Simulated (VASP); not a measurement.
**KHf3O2: single point with PBE**

The system is KHf3O2.

```
K Hf O
1.0
     4.71366    0.00000    0.00000
    -2.35683    4.08215    0.00000
     0.00000    0.00000    5.85861
K Hf O
1 3 2
Cartesian
  2.3568 1.3607 0.0000
  2.3568 1.3607 2.9293
  0.0000 0.0000 0.0000
  0.0000 0.0000 2.9293
  0.0000 2.7214 1.3452
  0.0000 2.7214 4.5134
```

The cell was generated, and may not be a known phase.

- Program: VASP 6.6.1
- Task: single point
- Functional: PBE
- Potentials or basis: VASP PAW PBE potentials, release 64 (K_sv, Hf_pv, O)
- Cutoff: 520 eV
- k mesh: 12 × 12 × 6
- Occupations: gaussian, width 0.1 eV
- Spin: no spin polarisation

- Pressure: -0.4 GPa
- Largest force: 0.004 eV/Å
- Band gap on the k mesh: zero (an odd number of electrons rules out a gap without spin polarisation)

Forces in eV/Å, atoms in the order of the input:
```
K    0.000  0.000  0.000
Hf   0.000  0.000  0.000
Hf   0.000  0.000  0.000
Hf   0.000  0.000  0.000
O    0.000  0.000  0.004
O    0.000  0.000 -0.004
```

Levels at points of the mesh, in eV from the Fermi level:
| k point | band 23 | band 24 | band 25 | band 26 | band 27 | band 28 |
| --- | --- | --- | --- | --- | --- | --- |
| (0.00, 0.00, 0.00) | -1.32 | -1.10 | -0.84 | 0.51 | 1.14 | 1.14 |
| (0.50, 0.00, 0.00) | -0.88 | -0.76 | -0.28 | 0.06 | 0.12 | 0.14 |
| (0.00, 0.00, 0.50) | -0.85 | -0.15 | -0.15 | 0.04 | 0.04 | 0.53 |
| (0.50, 0.00, 0.50) | -0.52 | -0.22 | -0.03 | 0.03 | 0.18 | 0.33 |

It took 2.4 min on 1 thread of Intel(R) Xeon(R) 6975P-C (Granite Rapids) (shared host), peak memory 0.41 GiB.

Caveat: spin-orbit coupling is left out, which moves the levels of the heavy elements.
